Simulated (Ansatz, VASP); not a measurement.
# Two plane-wave programs on CdTe

```
Cd Te
1.0
     0.00000    3.24457    3.24457
     3.24457    0.00000    3.24457
     3.24457    3.24457    0.00000
Cd Te
1 1
Direct
  0.00000 0.00000 0.00000
  0.25000 0.25000 0.25000
```

Alike in both runs: functional PBEsol; k mesh 10 × 10 × 10; occupations gaussian, width 0.02 eV; no spin polarisation.

Ansatz relaxed the structure, and its values are those at the end. VASP's run is a single point on that final structure, the one shown.

|  | VASP | Ansatz |
| --- | --- | --- |
| version | VASP 6.6.1 | Ansatz 0.2.0 |
| potentials or method | VASP PAW PBE potentials, release 64 (Cd, Te), cutoff 500 eV | scalar-relativistic, plane waves, PAW |
| valence electrons in the cell | 18 | 36 |

VASP gave:

| Property | Result |
| --- | --- |
| gap on the k mesh at the Fermi level (eV) | 0.65 |
| least direct gap on the mesh (eV) | 0.65 |
| pressure (GPa) | 0.2 |

Problem. What did Ansatz give for the same quantities?

Solution. gap on the k mesh at the Fermi level (eV): 0.65; least direct gap on the mesh (eV): 0.65; pressure (GPa): 0.0.

VASP's potentials were made for PBE, not for PBEsol. The functional is the same, so the differences come from potentials, cutoffs and numerics. VASP's potentials hold 18 valence electrons a cell and Ansatz's 36, so a difference there can come from the potentials and not from the codes.

Neither program's run includes spin-orbit coupling.
